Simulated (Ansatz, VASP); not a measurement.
Two plane-wave programs on SiO

The input INCAR:

```
SYSTEM = SiO
ALGO = Normal
EDIFF = 1E-6
ENCUT = 520
GGA = PE
ISIF = 2
ISMEAR = -1
LASPH = .TRUE.
LCHARG = .FALSE.
LREAL = .FALSE.
LWAVE = .FALSE.
NBANDS = 12
NELM = 100
PREC = Accurate
SIGMA = 0.05
```

KPOINTS

```
k-points
0
G
  8 8 8
  0 0 0
```

The input POSCAR:

```
SiO
1.0
    2.8069700000      0.0000000000      0.0000000000
    0.0000000000      2.8069700000      0.0000000000
    0.0000000000      0.0000000000      2.8350397000
Si O
1 1
Direct
    0.0000000000      0.0000000000      0.0000000000
    0.5000000000      0.5000000000      0.5000000000
```

Contents of input.yaml:

```yaml
crystal:
  lattice:
    - [2.80697, 0.0, 0.0]
    - [0.0, 2.80697, 0.0]
    - [0.0, 0.0, 2.8350397]
  atoms:
    - { symbol: Si, position: [0.0, 0.0, 0.0] }
    - { symbol: O, position: [0.5, 0.5, 0.5] }
hamiltonian:
  xc: pbe
  pseudopotentials: { kind: paw }
kpoints:
  mp_grid: { grid: [8, 8, 8] }
  band_path:
    path:
      - [[0.0, 0.0, 0.0], [0.0, 0.5, 0.0], [0.5, 0.5, 0.0], [0.0, 0.0, 0.0], [0.0, 0.0, 0.5], [0.0, 0.5, 0.5], [0.5, 0.5, 0.5], [0.0, 0.0, 0.5]]
      - [[0.0, 0.5, 0.0], [0.0, 0.5, 0.5]]
      - [[0.5, 0.5, 0.0], [0.5, 0.5, 0.5]]
    npoints: 14
scf:
  occupations: { method: fermi_dirac, width: 0.05 }
  n_extra_bands: 6
output:
  forces: true
  stress: true
  eigenvalues: true
  fatbands: true
  write_density: true
  write_potential: true
  elf: true
  volumetric_format: npy
```

Alike in both runs: functional PBE; k mesh 8 × 8 × 8; occupations fermi-dirac, width 0.05 eV; no spin polarisation.

|  | VASP | Ansatz |
| --- | --- | --- |
| version | VASP 6.6.1 | Ansatz 0.2.0 |
| potentials or method | VASP PAW PBE potentials, release 64 (Si, O) | Ansatz PAW |
| plane-wave cutoff (eV) | 520 | 420 |
| valence electrons in the cell | 10 | 10 |
| task | single point | band structure |

Ansatz gave:

- gap on the k mesh at the Fermi level (eV): none
- pressure (GPa): -1.8
- traceless stress, the component that is largest in VASP (GPa): -0.31

What did VASP give for the same quantities?

gap on the k mesh at the Fermi level (eV): none; pressure (GPa): -1.9; traceless stress, the component that is largest in VASP (GPa): -0.30.

A gap of «none» marks a metal or a gap that the smearing closes.
